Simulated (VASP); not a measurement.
# ZnRe (P-6m2) in VASP: a series of runs

Runs on ZnRe. Level: PBEsol. Tasks: single point.

Program: VASP 6.6.1. These are calculated values, not measurements. Logs are shortened: lines on timing, memory, paths and dates and some standing lists are left out, and cuts for length are marked.

## Step 1: The cell of the first run

Symmetry: P-6m2, No. 187, hexagonal system. Conventional cell: a = 2.748 Å, b = 2.748 Å, c = 4.494 Å, α = 90.00°, β = 90.00°, γ = 120.00°. Within 3.6 Å of Zn (site symmetry -6m2) lie 6 Zn at 2.75 Å and 6 Re at 2.75 Å. Within 3.6 Å of Re (site symmetry -6m2) lie 6 Re at 2.75 Å and 6 Zn at 2.75 Å.

## Step 2: Single point, PBEsol

Contents of INCAR:

```
PREC = Accurate ; ENCUT = 500
EDIFF = 1E-6 ; ISMEAR = -1
SIGMA = 0.08 ; LREAL = False
LASPH = True ; NELM = 120
ALGO = Normal ; ISIF = 2
LWAVE = False ; LCHARG = False
GGA = PS ; NBANDS = 20
GGA_COMPAT = False
```

Contents of KPOINTS:

```
regular mesh
0
Gamma
  16 16 9
```

Contents of POSCAR:

```
ZnRe
1.0
    2.7482183437      0.0000000000      0.0000000000
   -1.3741091718      2.3800269008      0.0000000000
    0.0000000000      0.0000000000      4.4940660000
Zn Re
1 1
Direct
    0.0000000000      0.0000000000      0.0000000000
    0.3333333333      0.6666666667      0.5000000000
```

Potentials or basis: VASP PAW PBE potentials, release 64 (Zn, Re_sv_GW).

Command:

```console
> cat potpaw_PBE.64/Zn/POTCAR potpaw_PBE.64/Re_sv_GW/POTCAR > POTCAR
> mpirun -np 1 vasp_std > vasp.out
```

OUTCAR:

```text
PREC = Accurate
   ENCUT = 500
   EDIFF = 1E-6
   ISMEAR = -1
   LREAL = False
   LASPH = True
   NELM = 120
   ISIF = 2
   GGA = PS

 ion  position               nearest neighbor table
   1  0.000  0.000  0.000-   2 2.75   2 2.75   2 2.75   2 2.75   2 2.75   2 2.75
   2  0.333  0.667  0.500-   1 2.75   1 2.75   1 2.75   1 2.75   1 2.75   1 2.75

  LATTYP: Found a hexagonal cell.
 ALAT       =     2.7482183437
 C/A-ratio  =     1.6352652657

  Lattice vectors:

 A1 = (   2.7482183437,   0.0000000000,   0.0000000000)
 A2 = (  -1.3741091718,   2.3800269008,   0.0000000000)
 A3 = (   0.0000000000,   0.0000000000,   4.4940660000)

Analysis of symmetry for initial positions (statically):
=====================================================================
 Subroutine PRICEL returns:
 Original cell was already a primitive cell.

 Routine SETGRP: Setting up the symmetry group for a
 hexagonal supercell.

 Subroutine GETGRP returns: Found 12 space group operations
 (whereof 12 operations were pure point group operations)
 out of a pool of 24 trial point group operations.

The static configuration has the point symmetry D_3h.

Analysis of symmetry for dynamics (positions and initial velocities):
=====================================================================
 Subroutine PRICEL returns:
 Original cell was already a primitive cell.

 Routine SETGRP: Setting up the symmetry group for a
 hexagonal supercell.

 Subroutine GETGRP returns: Found 12 space group operations
 (whereof 12 operations were pure point group operations)
 out of a pool of 24 trial point group operations.

The dynamic configuration has the point symmetry D_3h.

 Subroutine INISYM returns: Found 12 space group operations
 (whereof 12 operations are pure point group operations),
 and found     1 'primitive' translations

----------------------------------------------------------------------------------------

                                     Primitive cell

  volume of cell :      29.3949

  direct lattice vectors                    reciprocal lattice vectors
     2.748218344  0.000000000  0.000000000     0.363872107  0.210081659  0.000000000
    -1.374109172  2.380026901  0.000000000     0.000000000  0.420163318  0.000000000
[... 73 lines left out ...]
   NGX,Y,Z   is equivalent  to a cutoff of  12.10, 12.10, 13.32 a.u.
   NGXF,Y,Z  is equivalent  to a cutoff of  24.20, 24.20, 26.63 a.u.
 SYSTEM =  unknown system
   PREC   = accura    normal or accurate (medium, high low for compatibility)
   ISTART =      0    job   : 0-new  1-cont  2-samecut
   ICHARG =      2    charge: 1-file 2-atom 10-const
   ISPIN  =      1    spin polarized calculation?
   LNONCOLLINEAR =      F non collinear calculations
   LSORBIT =      F    spin-orbit coupling
   LASPH  =      T    aspherical Exc in radial PAW
   ENCUT  =  500.0 eV  36.75 Ry    6.06 a.u.   5.01  5.01  8.19*2*pi/ulx,y,z
   NELM   =    120;   NELMIN=  2; NELMDL= -5     # of ELM steps
   EDIFF  = 0.1E-05   stopping-criterion for ELM
   LREAL  =      F    real-space projection
   EDIFFG = 0.1E-04   stopping-criterion for IOM
   NSW    =      0    number of steps for IOM
   IBRION =     -1    ionic relax: 0-MD 1-quasi-New 2-CG
   NFREE  =      0    steps in history (QN), initial steepest desc. (CG)
   ISIF   =      2    stress and relaxation
   ISYM   =      2    0-nonsym 1-usesym 2-fastsym
   POTIM  = 0.5000    time-step for ionic-motion
   TEBEG  =    0.0;   TEEND  =   0.0 temperature during run
   PSTRESS=    0.0 pullay stress
   NELECT =      27.0000    total number of electrons
   NUPDOWN=      -1.0000    fix difference up-down
   EMIN   =  10.00;   EMAX   =-10.00  energy-range for DOS
   EFERMI =   0.00;   METHOD = LEGACY
   ISMEAR =    -1;   SIGMA  =   0.08  broadening in eV -4-tet -1-fermi 0-gaus
   EFERMI_NEDOS =   21; number of points for ismear=-14 and -15
   IALGO  =     38    algorithm
   IMIX   =      4    mixing-type and parameters
     AMIX     =   0.40;   BMIX     =  1.00
     AMIX_MAG =   1.60;   BMIX_MAG =  1.00
  volume/ion in A,a.u.               =      14.70        99.18
  Fermi-wavevector in a.u.,A,eV,Ry     =   1.591373  3.007258 34.456306  2.532467
  Thomas-Fermi vector in A             =   2.689923
   LORBIT       =      0    0 simple, 1 ext, 2 COOP (PROOUT), +10 PAW based schemes
   GGA     = PS    functional components
   LHFCALC =     F    Hartree Fock is set to
   AEXX    =    0.0000 exact exchange contribution
   IVDW    =     0    specifies the selected vdW correction
   LEPSILON=     F    determine dielectric tensor
   LRPA    =     F    only Hartree local field effects (RPA)
 non-spin polarized calculation
  energy-cutoff  :      500.00
  volume of cell :       29.39
 maximum number of plane-waves:       768
 NGX is ok and might be reduce to    20
   NGX =  9   NGY =  9   NGZ = 17

 number of electron      27.0000012 magnetization

 Free energy of the ion-electron system (eV)
  ---------------------------------------------------
  ext. energy  EPLUGINS =         0.00000000
  ---------------------------------------------------
  free energy    TOTEN  =       -16.11268060 eV

  energy without entropy =      -16.08679669  energy(sigma->0) =      -16.09973864

 E-fermi :   7.9110     XC(G=0): -13.1789

 val. band max:        7.9101364799   @ k =   0.3750   0.1250   0.4444
 cond. band min:       7.9147654931   @ k =   0.2500   0.0000   0.4444
 fundamental gap:      0.0046290132
 Fermi energy:         7.9109628801

 k-point     1 :       0.0000    0.0000    0.0000
  band No.  band energies     occupation
      1     -72.2268      2.00000
      2     -34.1466      2.00000
      3     -33.4775      2.00000
      4     -33.4775      2.00000
      5      -2.3364      2.00000
      6       0.0529      2.00000
[... 541 lines left out ...]
     19      15.4505      0.00000
     20      21.6881      0.00000

 [... further k-points ...]
[... 5 lines left out ...]
  --------------------------------------------------------------------------------------
  -------------------------------------------------------------------------------------
  Total       -1.8814420     -1.8814420     -1.8105523     -0.0000000      0.0000000     -0.0000000
  in kB     -102.5483968   -102.5483968    -98.6845365     -0.0000000      0.0000000     -0.0000000
  external PRESSURE =    -101.2604434 kB  Pullay stress =       0.0000000 kB

 VOLUME and BASIS-vectors are now :
 -----------------------------------------------------------------------------
  energy-cutoff  :      500.00
  volume of cell :       29.39
      direct lattice vectors                 reciprocal lattice vectors
     2.748218344  0.000000000  0.000000000     0.363872107  0.210081659  0.000000000
    -1.374109172  2.380026901  0.000000000     0.000000000  0.420163318  0.000000000
     0.000000000  0.000000000  4.494066000     0.000000000  0.000000000  0.222515646

 POSITION                                       TOTAL-FORCE (eV/Angst)
 -----------------------------------------------------------------------------------
      0.00000      0.00000      0.00000        -0.000000      0.000000      0.000000
     -0.00000      1.58668      2.24703         0.000000      0.000000      0.000000
 -----------------------------------------------------------------------------------
    total drift:                                0.000001     -0.000000     -0.000000

  FREE ENERGIE OF THE ION-ELECTRON SYSTEM (eV)
  ---------------------------------------------------
  free  energy   TOTEN  =       -16.1126805976 eV

  energy  without entropy=      -16.0867966859  energy(sigma->0) =      -16.09973864
```

OSZICAR:

```text
N       E                     dE             d eps       ncg     rms          rms(c)
DAV:   1     0.286870451869E+03    0.28687E+03   -0.15124E+04  6336   0.181E+03
DAV:   2     0.277638559109E+01   -0.28409E+03   -0.27491E+03  6532   0.456E+02
DAV:   3    -0.173090653067E+02   -0.20085E+02   -0.19751E+02  6884   0.122E+02
DAV:   4    -0.177106816921E+02   -0.40162E+00   -0.40086E+00  6972   0.162E+01
DAV:   5    -0.177209256394E+02   -0.10244E-01   -0.10244E-01  7200   0.197E+00    0.186E+02
DAV:   6    -0.162665503745E+02    0.14544E+01   -0.39203E+00  6672   0.164E+01    0.119E+02
DAV:   7    -0.161920082672E+02    0.74542E-01   -0.12770E+00  7660   0.186E+01    0.102E+01
DAV:   8    -0.161263922802E+02    0.65616E-01   -0.39712E-01  6924   0.124E+01    0.666E+00
DAV:   9    -0.161147659977E+02    0.11626E-01   -0.61093E-02  8040   0.383E+00    0.508E+00
DAV:  10    -0.161131632078E+02    0.16028E-02   -0.10657E-02  8068   0.115E+00    0.161E+00
DAV:  11    -0.161128119234E+02    0.35128E-03   -0.92731E-04  7496   0.407E-01    0.582E-01
DAV:  12    -0.161126850878E+02    0.12684E-03   -0.34055E-04  8400   0.214E-01    0.654E-01
DAV:  13    -0.161126796331E+02    0.54546E-05   -0.18718E-05  6508   0.497E-02    0.394E-01
DAV:  14    -0.161126808977E+02   -0.12646E-05   -0.53243E-07  4348   0.721E-03    0.435E-02
DAV:  15    -0.161126805976E+02    0.30012E-06   -0.62280E-08  3380   0.285E-03
   1 F= -.16112681E+02 E0= -.16099739E+02  d E =-.258839E-01
```

Run time: 1.7 min. Hardware: 1 thread of Intel Xeon Platinum 8375C at 2.90GHz (Ice Lake), shared host; peak memory 0.21 GiB.

Results:

* Free energy: -16.1127 eV
* Pressure: -10.1 GPa
* Band gap on the k mesh: zero (an odd number of electrons rules out a gap without spin polarisation)

Caveat: the cell stands under tension; the PAW data sets were made with another functional, which shifts forces and pressure a little; spin-orbit coupling is left out, which moves the levels of the heavy elements.

## Step 3: Single point, PBEsol, collinear spin, zero start

Contents of INCAR:

```
  PREC = Accurate
  ENCUT = 500
  EDIFF = 1E-6
  ISMEAR = -1
  SIGMA = 0.08
  LREAL = F
  LASPH = T
  NELM = 200
  ALGO = Normal
  ISIF = 2
  LWAVE = F
  LCHARG = T
  ISPIN = 2
  MAGMOM = 0 0
  LORBIT = 11
  NUPDOWN = 0.0
  LMAXMIX = 4
  GGA = PS
  LELF = T
  LVHAR = T
  NBANDS = 24
  GGA_COMPAT = F
```

KPOINTS is that of step 2.

POSCAR is that of step 2.

Potentials or basis: VASP PAW PBE potentials, release 64 (Zn, Re_sv_GW).

Command:

```console
> cat potpaw_PBE.64/Zn/POTCAR potpaw_PBE.64/Re_sv_GW/POTCAR > POTCAR
> mpirun -np 1 vasp_std > vasp.out
```

Wall time 1.8 min (1 thread of Intel Xeon Platinum 8488C (Sapphire Rapids), shared host); peak memory 0.28 GiB.

It converged, with:

| Property | Result |
| --- | --- |
| Free energy | -16.1127 eV |
| Pressure | -10.2 GPa |
| Net moment | 0.00 μB per cell |

Stress tensor (GPa, compression positive):
```
-10.29   0.00   0.00
  0.00 -10.29   0.00
  0.00   0.00  -9.93
```

Caveat: the cell stands under tension; the PAW data sets were made with another functional, which shifts forces and pressure a little; spin-orbit coupling is left out, which moves the levels of the heavy elements; the total moment is fixed, so each spin has its own Fermi level.

## Step 4: Single point, PBEsol, collinear spin

Contents of INCAR:

```
SYSTEM = ZnRe
PREC = Accurate ; ENCUT = 520
EDIFF = 1E-6 ; ISMEAR = -1
SIGMA = 0.08 ; LREAL = .False.
LASPH = .True. ; NELM = 150
ALGO = Normal ; ISIF = 2
LWAVE = .False. ; LCHARG = .False.
ISPIN = 2 ; MAGMOM = 0 1.5
LORBIT = 11 ; LMAXMIX = 4
GGA = PS ; NBANDS = 20
```

Contents of KPOINTS:

```
Automatic mesh
0
Gamma
  16 16 9
  0 0 0
```

POSCAR is that of step 3.

Potentials or basis: VASP PAW PBE potentials, release 64 (Zn, Re).

Command:

```console
> cat potpaw_PBE.64/Zn/POTCAR potpaw_PBE.64/Re/POTCAR > POTCAR
> mpirun -np 1 vasp_std > vasp.out
```

Run time: 2.8 min. Hardware: 1 thread of AMD EPYC 9R14 (Zen 4), shared host; peak memory 0.23 GiB.

It converged, with:

```
Free energy                                           : -14.4544 eV
Pressure                                              : -9.1 GPa
Net moment                                            : 0.00 μB per cell
Valence electrons inside the program's atomic spheres : Zn 10.89; Re 5.90
```

Stress tensor (GPa, compression positive):
```
-9.25  0.00  0.00
 0.00 -9.25  0.00
 0.00  0.00 -8.87
```

Levels at points of the mesh, in eV from the Fermi level:
Spin up:
```tsv
k point	band 6	band 7	band 8	band 9	band 10	band 11	band 12	band 13	band 14	band 15
(0.00, 0.00, 0.00)	-6.83	-4.97	-1.50	-1.21	-1.21	1.74	1.74	4.77	14.78	17.20
(0.50, 0.00, 0.00)	-5.33	-3.94	-3.22	-1.59	0.78	4.22	5.01	6.41	6.71	9.92
```
Spin down:
```csv
k point,band 7,band 8,band 9,band 10,band 11,band 12,band 13,band 14
"(0.00, 0.00, 0.00)",-4.97,-1.50,-1.21,-1.21,1.73,1.73,4.77,14.78
"(0.50, 0.00, 0.00)",-3.94,-3.22,-1.59,0.78,4.22,5.01,6.41,6.71
```

Caveat: the cell stands under tension; the PAW data sets were made with another functional, which shifts forces and pressure a little; spin-orbit coupling is left out, which moves the levels of the heavy elements.

## Step 5: Single point, PBEsol, collinear spin

Contents of INCAR:

```
PREC = Accurate
ENCUT = 520
EDIFF = 1E-7
ISMEAR = -1
SIGMA = 0.08
LREAL = False
LASPH = True
NELM = 150
ALGO = Normal
ISIF = 2
LWAVE = False
LCHARG = True
ISPIN = 2
MAGMOM = 0 0.05
LORBIT = 11
NUPDOWN = 0.05
LMAXMIX = 4
GGA = PS
LELF = True
LVHAR = True
NBANDS = 20
```

Contents of KPOINTS:

```
regular mesh
0
Gamma
  16 16 9
```

POSCAR is that of step 4.

Potentials or basis: VASP PAW PBE potentials, release 64 (Zn, Re).

Command:

```console
> cat potpaw_PBE.64/Zn/POTCAR potpaw_PBE.64/Re/POTCAR > POTCAR
> mpirun -np 1 vasp_std > vasp.out
```

OUTCAR:

```text
PREC = Accurate
   ENCUT = 520
   EDIFF = 1E-7
   ISMEAR = -1
   LREAL = False
   LASPH = True
   NELM = 150
   ISIF = 2
   ISPIN = 2
   LORBIT = 11
   NUPDOWN = 0.05
   GGA = PS

 ion  position               nearest neighbor table
   1  0.000  0.000  0.000-   2 2.75   2 2.75   2 2.75   2 2.75   2 2.75   2 2.75
   2  0.333  0.667  0.500-   1 2.75   1 2.75   1 2.75   1 2.75   1 2.75   1 2.75

  LATTYP: Found a hexagonal cell.
 ALAT       =     2.7482183437
 C/A-ratio  =     1.6352652657

  Lattice vectors:

 A1 = (   2.7482183437,   0.0000000000,   0.0000000000)
 A2 = (  -1.3741091718,   2.3800269008,   0.0000000000)
 A3 = (   0.0000000000,   0.0000000000,   4.4940660000)

Analysis of symmetry for initial positions (statically):
=====================================================================
 Subroutine PRICEL returns:
 Original cell was already a primitive cell.

 Routine SETGRP: Setting up the symmetry group for a
 hexagonal supercell.
[... 196 lines left out ...]
      6      -1.5208      1.00000
[... 541 lines left out ...]
     19      24.3361      0.00000
     20      27.0807      0.00000

 [... further k-points ...]

 spin component 2

 k-point     1 :       0.0000    0.0000    0.0000
  band No.  band energies     occupation
      1      -4.9188      1.00000
      2      -2.5360      1.00000
      3      -1.9002      1.00000
      4      -1.9002      1.00000
      5      -1.5183      1.00000
      6      -1.5183      1.00000
[... 541 lines left out ...]
     19      24.3528      0.00000
     20      27.0875      0.00000

 [... further k-points ...]
[... 5 lines left out ...]
  --------------------------------------------------------------------------------------
  -------------------------------------------------------------------------------------
  Total       -1.6919363     -1.6919363     -1.6245820     -0.0000000     -0.0000000      0.0000000
  in kB      -92.2193473    -92.2193473    -88.5481874     -0.0000000     -0.0000000      0.0000000
  external PRESSURE =     -90.9956273 kB  Pullay stress =       0.0000000 kB

 VOLUME and BASIS-vectors are now :
 -----------------------------------------------------------------------------
  energy-cutoff  :      520.00
  volume of cell :       29.39
      direct lattice vectors                 reciprocal lattice vectors
     2.748218344  0.000000000  0.000000000     0.363872107  0.210081659  0.000000000
    -1.374109172  2.380026901  0.000000000     0.000000000  0.420163318  0.000000000
     0.000000000  0.000000000  4.494066000     0.000000000  0.000000000  0.222515646

 POSITION                                       TOTAL-FORCE (eV/Angst)
 -----------------------------------------------------------------------------------
      0.00000      0.00000      0.00000         0.000000     -0.000000      0.000000
     -0.00000      1.58668      2.24703        -0.000000      0.000000      0.000000
 -----------------------------------------------------------------------------------
    total drift:                                0.000000     -0.000000      0.000000

  FREE ENERGIE OF THE ION-ELECTRON SYSTEM (eV)
  ---------------------------------------------------
  free  energy   TOTEN  =       -14.4537176199 eV

  energy  without entropy=      -14.4275707237  energy(sigma->0) =      -14.44064417

 total charge

# of ion       s       p       d       tot
------------------------------------------
    1        0.601   0.547   9.743  10.891
    2        0.579   0.589   4.736   5.904
--------------------------------------------------
tot          1.180   1.137  14.479  16.795

 magnetization (x)

# of ion       s       p       d       tot
------------------------------------------
    1       -0.000   0.001   0.002   0.002
    2        0.001   0.002   0.042   0.044
--------------------------------------------------
tot          0.001   0.002   0.043   0.046
```

OSZICAR:

```text
N       E                     dE             d eps       ncg     rms          rms(c)
DAV:   1     0.772799959085E+02    0.77280E+02   -0.90125E+03 19040   0.133E+03
DAV:   2    -0.113248575624E+02   -0.88605E+02   -0.81607E+02 19068   0.365E+02
DAV:   3    -0.154350355474E+02   -0.41102E+01   -0.40665E+01 17944   0.650E+01
DAV:   4    -0.154551289282E+02   -0.20093E-01   -0.20084E-01 17016   0.318E+00
DAV:   5    -0.154554779254E+02   -0.34900E-03   -0.34897E-03 16564   0.391E-01    0.256E+01
DAV:   6    -0.146551662382E+02    0.80031E+00   -0.10936E+00 21316   0.272E+01    0.101E+01
DAV:   7    -0.144808679867E+02    0.17430E+00   -0.40804E-01 21592   0.124E+01    0.940E-01
DAV:   8    -0.144591599319E+02    0.21708E-01   -0.53273E-02 19792   0.597E+00    0.881E-01
DAV:   9    -0.144541412569E+02    0.50187E-02   -0.58276E-03 19416   0.116E+00    0.329E-01
DAV:  10    -0.144537209366E+02    0.42032E-03   -0.40795E-04 18516   0.234E-01    0.856E-02
DAV:  11    -0.144537182191E+02    0.27175E-05   -0.11261E-05 19072   0.534E-02    0.337E-02
DAV:  12    -0.144537177047E+02    0.51438E-06   -0.48285E-06 22004   0.433E-02    0.509E-03
DAV:  13    -0.144537176199E+02    0.84863E-07   -0.94380E-07 19104   0.184E-02
   1 F= -.14453718E+02 E0= -.14440644E+02  d E =-.261469E-01  mag=     0.0500
```

Wall time 2.6 min (1 thread of AMD EPYC 9R14 (Zen 4), shared host); peak memory 0.23 GiB.

Results:

```
Free energy                                           : -14.4537 eV
Pressure                                              : -9.1 GPa
Net moment                                            : 0.05 μB per cell
Site moments                                          : Zn +0.00; Re +0.04 μB
Valence electrons inside the program's atomic spheres : Zn 10.89; Re 5.90
```

Caveat: the cell stands under tension; the PAW data sets were made with another functional, which shifts forces and pressure a little; spin-orbit coupling is left out, which moves the levels of the heavy elements; the total moment is fixed, so each spin has its own Fermi level.

## Step 6: Single point, PBEsol, collinear spin

Contents of INCAR:

```
ALGO = Normal ; EDIFF = 1E-6
ENCUT = 520 ; GGA = PS
ISIF = 2 ; ISMEAR = -1
ISPIN = 2 ; LASPH = T
LCHARG = F ; LMAXMIX = 4
LORBIT = 11 ; LREAL = F
LWAVE = F ; MAGMOM = 0 0.15
NBANDS = 20 ; NELM = 150
NUPDOWN = 0.15 ; PREC = Accurate
SIGMA = 0.08
```

Contents of KPOINTS:

```
k-points
0
Gamma
  16 16 9
```

POSCAR is that of step 5.

Potentials or basis: VASP PAW PBE potentials, release 64 (Zn, Re).

Command:

```console
> cat potpaw_PBE.64/Zn/POTCAR potpaw_PBE.64/Re/POTCAR > POTCAR
> mpirun -np 1 vasp_std > vasp.out
```

Wall time 2.3 min (1 thread of AMD EPYC 9R14 (Zen 4), shared host); peak memory 0.23 GiB.

The run converged. Its results:

```yaml
Free_energy: -14.4483 eV
Pressure: -9.0 GPa
Net_moment: 0.15 μB per cell
Site_moments: Zn +0.01; Re +0.13 μB
Valence_electrons_inside_the_program's_atomic_spheres: Zn 10.89; Re 5.91
```

Stress tensor (GPa, compression positive):
```
-9.13  0.00  0.00
 0.00 -9.13  0.00
 0.00  0.00 -8.79
```

Caveat: the cell stands under tension; the PAW data sets were made with another functional, which shifts forces and pressure a little; spin-orbit coupling is left out, which moves the levels of the heavy elements; the total moment is fixed, so each spin has its own Fermi level.

(Continued in part 2 of 2.)
